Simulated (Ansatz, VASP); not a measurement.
## One calculation of Fe, two programs

File POSCAR:

```
Fe
1.0
   -1.4345540696      1.4345540696      1.4345540696
    1.4345540696     -1.4345540696      1.4345540696
    1.4345540696      1.4345540696     -1.4345540696
Fe
1
Direct
    0.0000000000      0.0000000000      0.0000000000
```

INCAR.step1

```
SYSTEM = Fe
ALGO     = Normal         ! electronic algorithm
EDIFF    = 1E-4           ! SCF threshold, eV
ENCUT    = 520            ! plane-wave cutoff, eV
GGA      = PE             ! functional
ISMEAR   = 0              ! smearing method
ISPIN    = 2              ! spin polarisation
LASPH    = .TRUE.         ! aspherical terms in the spheres
LCHARG   = .FALSE.        ! write CHGCAR
LMAXMIX  = 4              ! l up to which the mixer works
LREAL    = .FALSE.        ! projectors in reciprocal space
LWAVE    = .TRUE.         ! write WAVECAR
MAGMOM   = 2.804          ! initial moments
NBANDS   = 14             ! bands
NELM     = 150            ! most SCF steps
PREC     = Accurate       ! precision mode
SIGMA    = 1.0            ! smearing width, eV
```

INCAR.step2

```
SYSTEM = Fe
ALGO     = Normal         ! electronic algorithm
EDIFF    = 1E-7           ! SCF threshold, eV
ENCUT    = 520            ! plane-wave cutoff, eV
ISIF     = 2              ! what is computed and relaxed
ISMEAR   = 0              ! smearing method
ISPIN    = 2              ! spin polarisation
ISTART   = 1            
LASPH    = .TRUE.         ! aspherical terms in the spheres
LCHARG   = .TRUE.         ! write CHGCAR
LELF     = .TRUE.         ! ELF
LMAXMIX  = 4              ! l up to which the mixer works
LMIXTAU  = .TRUE.       
LORBIT   = 11             ! projections on sites
LREAL    = .FALSE.        ! projectors in reciprocal space
LVHAR    = .TRUE.       
LWAVE    = .FALSE.        ! write WAVECAR
MAGMOM   = 2.804          ! initial moments
METAGGA  = R2SCAN         ! meta-GGA
NBANDS   = 14             ! bands
NELM     = 150            ! most SCF steps
PREC     = Accurate       ! precision mode
SIGMA    = 1.0            ! smearing width, eV
```

The input KPOINTS:

```
k-points
0
G
  15 15 15
  0 0 0
```

Input for Ansatz:

```yaml
crystal:
  lattice:
    - [-1.4345540696, 1.4345540696, 1.4345540696]
    - [1.4345540696, -1.4345540696, 1.4345540696]
    - [1.4345540696, 1.4345540696, -1.4345540696]
  atoms:
    - { symbol: Fe, position: [0.0, 0.0, 0.0], spin: 2.804 }
hamiltonian:
  xc: r2scan
  pseudopotentials:
    kind: paw
    azcp:
      Fe: "pseudopotentials/Fe.paw.azcp"
basis:
  ecutwfc: 500
  fft_grid_basis: typed
kpoints:
  mp_grid: { grid: [15, 15, 15], shift: [0, 0, 0] }
magnetization:
  spin_polarized: true
scf:
  occupations: { method: gaussian, width: 1.0 }
  lower_state_search: "off"
output:
  stress: true
  write_density: true
  write_potential: true
  elf: true
  volumetric_format: npy
```

Alike in both runs: task single point; functional r2SCAN; k mesh 15 × 15 × 15; occupations gaussian, width 1 eV; collinear spin.

|  | VASP | Ansatz |
| --- | --- | --- |
| version | VASP 6.6.1 | Ansatz 0.2.0 |
| potentials or method | VASP PAW PBE potentials, release 64 (Fe), cutoff 520 eV | plane waves (500 eV) with PAW, scalar-relativistic |
| valence electrons in the cell | 8 | 16 |

```csv
,VASP,Ansatz,Ansatz less VASP
pressure (GPa),0.9,1.1,+0.12
net moment per atom (μB),2.64,2.63,-0.005
size of the moment on the site where the two differ most (μB),2.69,2.75,+0.065
```

VASP's potentials were made for PBE, not for r2SCAN. Site moments also hang on the region over which each program counts them. VASP's potentials hold 8 valence electrons a cell and Ansatz's 16, so a difference there can come from the potentials and not from the codes. Ansatz's warnings: stability check not made.
